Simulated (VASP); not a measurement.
# C (P6_3/mmc) in VASP: a series of runs, part 3 of 3

VASP 6.6.1. Earlier steps stand in the parts before.

## (5) Single point, PBE

The COD entry that gives the cell may itself be a prediction, so a difference from it is no test against experiment.

This run uses another cell than the first one, of 6.61 Å³/atom, 1.021 times its volume.

INCAR

```
SYSTEM = C
ALGO = Normal
EDIFF = 1E-7
ENCUT = 520
GGA = PE
ISIF = 2
ISMEAR = 0
LASPH = .True.
LCHARG = .False.
LREAL = .False.
LWAVE = .False.
NBANDS = 36
NELM = 60
PREC = Accurate
SIGMA = 0.05
```

KPOINTS

```
k-points
0
Gamma
  12 12 2
  0 0 0
```

POSCAR

```
C
1.0
    2.6970000000      0.0000000000      0.0000000000
   -1.3485000000      2.3356705140      0.0000000000
    0.0000000000      0.0000000000     12.5845000000
C
12
Direct
    0.0000000000      0.0000000000      0.1868593266
    0.0000000000      0.0000000000      0.6868593266
    0.0000000000      0.0000000000      0.3131406734
    0.0000000000      0.0000000000      0.8131406734
    0.3333333333      0.6666666667      0.5207665411
    0.6666666667      0.3333333333      0.0207665411
    0.3333333333      0.6666666667      0.9792334589
    0.6666666667      0.3333333333      0.4792334589
    0.3333333333      0.6666666667      0.6450950823
    0.6666666667      0.3333333333      0.1450950823
    0.3333333333      0.6666666667      0.8549049177
    0.6666666667      0.3333333333      0.3549049177
```

Potentials or basis: VASP PAW PBE potentials, release 64 (C).

The run is started by

```bash
cat potpaw_PBE.64/C/POTCAR > POTCAR
mpirun -np 1 vasp_std > vasp.out
```

OUTCAR:

```text
SYSTEM = C
   EDIFF = 1E-7
   ENCUT = 520
   GGA = PE
   ISIF = 2
   ISMEAR = 0
   LASPH = .True.
   LREAL = .False.
   NELM = 60
   PREC = Accurate

 ion  position               nearest neighbor table
   1  0.000  0.000  0.187-   3 1.59  10 1.64  10 1.64  10 1.64
   2  0.000  0.000  0.687-   4 1.59   9 1.64   9 1.64   9 1.64
   3  0.000  0.000  0.313-   1 1.59  12 1.64  12 1.64  12 1.64
   4  0.000  0.000  0.813-   2 1.59  11 1.64  11 1.64  11 1.64
   5  0.333  0.667  0.521-   9 1.56   8 1.64   8 1.64   8 1.64
   6  0.667  0.333  0.021-  10 1.56   7 1.64   7 1.64   7 1.64
   7  0.333  0.667  0.979-  11 1.56   6 1.64   6 1.64   6 1.64
   8  0.667  0.333  0.479-  12 1.56   5 1.64   5 1.64   5 1.64
   9  0.333  0.667  0.645-   5 1.56   2 1.64   2 1.64   2 1.64
  10  0.667  0.333  0.145-   6 1.56   1 1.64   1 1.64   1 1.64
  11  0.333  0.667  0.855-   7 1.56   4 1.64   4 1.64   4 1.64
  12  0.667  0.333  0.355-   8 1.56   3 1.64   3 1.64   3 1.64

  LATTYP: Found a hexagonal cell.
 ALAT       =     2.6970000000
 C/A-ratio  =     4.6661104931

  Lattice vectors:

 A1 = (   2.6970000000,   0.0000000000,   0.0000000000)
 A2 = (  -1.3485000000,   2.3356705140,   0.0000000000)
 A3 = (   0.0000000000,   0.0000000000,  12.5845000000)

Analysis of symmetry for initial positions (statically):
=====================================================================
 Subroutine PRICEL returns:
 Original cell was already a primitive cell.

 Routine SETGRP: Setting up the symmetry group for a
 hexagonal supercell.

 Subroutine GETGRP returns: Found 24 space group operations
 (whereof 12 operations were pure point group operations)
 out of a pool of 24 trial point group operations.

The static configuration has the point symmetry D_3d.
[... 160 lines left out ...]
   GGA     = PE    functional components
   LHFCALC =     F    Hartree Fock is set to
   AEXX    =    0.0000 exact exchange contribution
   IVDW    =     0    specifies the selected vdW correction
   LEPSILON=     F    determine dielectric tensor
   LRPA    =     F    only Hartree local field effects (RPA)
 non-spin polarized calculation
 Gauss-broadening in eV      SIGMA  =   0.05
  energy-cutoff  :      520.00
  volume of cell :       79.27
 maximum number of plane-waves:      2184
 NGX is ok and might be reduce to    20
   NGX =  9   NGY =  9   NGZ = 47

 number of electron      47.9999995 magnetization

 Free energy of the ion-electron system (eV)
  ---------------------------------------------------
  ext. energy  EPLUGINS =         0.00000000
  ---------------------------------------------------
  free energy    TOTEN  =      -106.81675916 eV

  energy without entropy =     -106.81675916  energy(sigma->0) =     -106.81675916

 E-fermi :   7.9894     XC(G=0): -12.4938

 val. band max:        7.7735282333   @ k =   0.0000   0.0000   0.0000
 cond. band min:      11.3494288861   @ k =   0.5000   0.0000   0.0000
 fundamental gap:      3.5759006528
 Fermi energy:         7.9894389276

 k-point     1 :       0.0000    0.0000    0.0000
  band No.  band energies     occupation
      1     -11.9117      2.00000
      2     -11.2003      2.00000
      3     -11.1414      2.00000
      4      -9.0260      2.00000
      5      -8.9702      2.00000
      6      -6.2811      2.00000
[... 925 lines left out ...]
     35      16.3705      0.00000
     36      16.3705      0.00000

 [... further k-points ...]

------------------------ aborting loop because EDIFF is reached ----------------------------------------

  FORCE on cell =-STRESS in cart. coord.  units (eV):
  Direction    XX          YY          ZZ          XY          YZ          ZX
  --------------------------------------------------------------------------------------
  -------------------------------------------------------------------------------------
  Total      -30.7844444    -30.7844444     -7.9680192      0.0000000      0.0000000      0.0000000
  in kB     -622.1762265   -622.1762265   -161.0395180      0.0000000      0.0000000      0.0000000
  external PRESSURE =    -468.4639903 kB  Pullay stress =       0.0000000 kB

 VOLUME and BASIS-vectors are now :
 -----------------------------------------------------------------------------
  energy-cutoff  :      520.00
  volume of cell :       79.27
      direct lattice vectors                 reciprocal lattice vectors
     2.697000000  0.000000000  0.000000000     0.370782351  0.214071290  0.000000000
    -1.348500000  2.335670514  0.000000000     0.000000000  0.428142580  0.000000000
     0.000000000  0.000000000 12.584500000     0.000000000  0.000000000  0.079462831

 POSITION                                       TOTAL-FORCE (eV/Angst)
 -----------------------------------------------------------------------------------
      0.00000      0.00000      2.35153        -0.000000      0.000000      0.016165
      0.00000      0.00000      8.64378         0.000000     -0.000000      0.016165
      0.00000      0.00000      3.94072         0.000000      0.000000     -0.016165
      0.00000      0.00000     10.23297         0.000000      0.000000     -0.016165
     -0.00000      1.55711      6.55359        -0.000000      0.000000      0.080420
      1.34850      0.77856      0.26134         0.000000     -0.000000      0.080420
     -0.00000      1.55711     12.32316        -0.000000      0.000000     -0.080420
      1.34850      0.77856      6.03091         0.000000     -0.000000     -0.080420
     -0.00000      1.55711      8.11820         0.000000      0.000000     -0.174787
      1.34850      0.77856      1.82595        -0.000000     -0.000000     -0.174787
     -0.00000      1.55711     10.75855         0.000000      0.000000      0.174787
      1.34850      0.77856      4.46630         0.000000     -0.000000      0.174787
 -----------------------------------------------------------------------------------
    total drift:                               -0.000000      0.000000      0.000000

  FREE ENERGIE OF THE ION-ELECTRON SYSTEM (eV)
  ---------------------------------------------------
  free  energy   TOTEN  =      -106.8167591612 eV

  energy  without entropy=     -106.8167591612  energy(sigma->0) =     -106.81675916
```

Wall time 100 s (1 thread of Intel Xeon 6975P-C, shared host); peak memory 0.21 GiB.

What came out:

- Free energy: -106.8168 eV
- Pressure: -46.8 GPa
- Largest force: 0.175 eV/Å
- Band gap on the k mesh: 3.58 eV, indirect (least direct gap 4.45 eV)

Forces on the atoms (eV/Å):
```
C    0.000  0.000  0.016
C    0.000  0.000  0.016
C    0.000  0.000 -0.016
C    0.000  0.000 -0.016
C    0.000  0.000  0.080
C    0.000  0.000  0.080
C    0.000  0.000 -0.080
C    0.000  0.000 -0.080
C    0.000  0.000 -0.175
C    0.000  0.000 -0.175
C    0.000  0.000  0.175
C    0.000  0.000  0.175
```

Levels at points of the mesh, in eV from the valence-band top:
| k point | band 20 | band 21 | band 22 | band 23 | band 24 | band 25 | band 26 | band 27 | band 28 | band 29 |
| --- | --- | --- | --- | --- | --- | --- | --- | --- | --- | --- |
| (0.00, 0.00, 0.00) | -1.06 | -1.06 | -0.28 | 0.00 | 0.00 | 4.45 | 4.45 | 5.36 | 5.41 | 5.59 |
| (0.50, 0.00, 0.00) | -3.84 | -3.54 | -3.49 | -3.15 | -2.32 | 3.58 | 4.17 | 4.36 | 5.76 | 5.93 |
| (0.00, 0.00, 0.50) | -1.12 | -0.36 | -0.36 | -0.36 | -0.36 | 4.86 | 4.86 | 4.86 | 4.86 | 5.38 |
| (0.50, 0.00, 0.50) | -4.43 | -3.25 | -3.25 | -2.68 | -2.68 | 3.75 | 3.75 | 5.07 | 5.07 | 5.87 |

A k mesh can miss the band edges. Expect the measured gap to be larger: semilocal functionals such as PBE lack the derivative discontinuity.

## (6) Single point, PBE

This run uses another cell than the first one, of 6.63 Å³/atom, 1.024 times its volume.

INCAR

```
  PREC = Accurate
  ENCUT = 520
  EDIFF = 1E-6
  ISMEAR = 0
  SIGMA = 0.05
  LREAL = False
  LASPH = True
  NELM = 100
  ALGO = Normal
  ISIF = 2
  LWAVE = False
  LCHARG = False
  GGA = PE
  NBANDS = 36
```

KPOINTS

```
regular mesh
0
Gamma
  12 12 2
```

Edit POSCAR of step 5 so:

```diff
@@ -2,5 +2,5 @@
 1.0
-    2.6970000000      0.0000000000      0.0000000000
-   -1.3485000000      2.3356705140      0.0000000000
-    0.0000000000      0.0000000000     12.5845000000
+    2.6529000000      0.0000000000      0.0000000000
+   -1.3264500000      2.2974787937      0.0000000000
+    0.0000000000      0.0000000000     13.0506000000
 C
```

Potentials or basis: VASP PAW PBE potentials, release 64 (C).

The run is started by

```bash
cat potpaw_PBE.64/C/POTCAR > POTCAR
mpirun -np 1 vasp_std > vasp.out
```

Wall time 83 s (1 thread of Intel Xeon 6975P-C, shared host); peak memory 0.22 GiB.

Results (log left out):

```
Free energy            : -107.1479 eV
Pressure               : -49.1 GPa
Largest force          : 0.087 eV/Å
Band gap on the k mesh : 4.02 eV, indirect (least direct gap 4.99 eV)
```

Forces on the atoms (eV/Å):
```
C    0.000  0.000 -0.087
C    0.000  0.000 -0.087
C    0.000  0.000  0.087
C    0.000  0.000  0.087
C    0.000  0.000 -0.002
C    0.000  0.000 -0.002
C    0.000  0.000  0.002
C    0.000  0.000  0.002
C    0.000  0.000  0.022
C    0.000  0.000  0.022
C    0.000  0.000 -0.022
C    0.000  0.000 -0.022
```

Stress tensor (GPa, compression positive):
```
-49.66   0.00   0.00
  0.00 -49.66   0.00
  0.00   0.00 -47.91
```

Levels at points of the mesh, in eV from the valence-band top:
```tsv
k point	band 20	band 21	band 22	band 23	band 24	band 25	band 26	band 27	band 28	band 29
(0.00, 0.00, 0.00)	-0.84	-0.84	-0.12	0.00	0.00	4.99	4.99	5.14	5.95	5.95
(0.50, 0.00, 0.00)	-3.86	-3.49	-3.45	-3.10	-2.50	4.22	4.77	4.87	5.17	6.01
(0.00, 0.00, 0.50)	-1.20	-0.27	-0.27	-0.27	-0.27	5.32	5.32	5.32	5.32	5.65
(0.50, 0.00, 0.50)	-4.24	-3.27	-3.27	-2.79	-2.79	4.38	4.38	5.28	5.28	5.52
```

A k mesh can miss the band edges. As with any semilocal functional, this PBE gap is likely too small.

## (7) The runs side by side

| cell | gap on the mesh (eV) | pressure (GPa) | largest force (eV/Å) |
| --- | --- | --- | --- |
| a = 2.653, b = 2.653, c = 12.740 Å, angles 90.0, 90.0, 120.0°, 12 atoms | 3.93 | -42.8 | 0.08 |
| a = 2.697, b = 2.697, c = 12.429 Å, angles 90.0, 90.0, 120.0°, 12 atoms | 3.44 | -43.0 | 0.15 |
| a = 2.653, b = 2.653, c = 12.895 Å, angles 90.0, 90.0, 120.0°, 12 atoms | 4.00 | -46.1 | 0.04 |
| a = 2.697, b = 2.697, c = 12.585 Å, angles 90.0, 90.0, 120.0°, 12 atoms | 3.58 | -46.8 | 0.17 |
| a = 2.653, b = 2.653, c = 13.051 Å, angles 90.0, 90.0, 120.0°, 12 atoms | 4.02 | -49.1 | 0.09 |

Alike in all rows: task single point; level PBE; potentials or basis VASP PAW PBE potentials, release 64 (C); no spin polarisation; k mesh 12 × 12 × 2; cutoff (eV) 520; smearing gaussian 0.05 eV.

Total energies depend on the potentials used, so only differences within one code and one set of settings carry meaning.
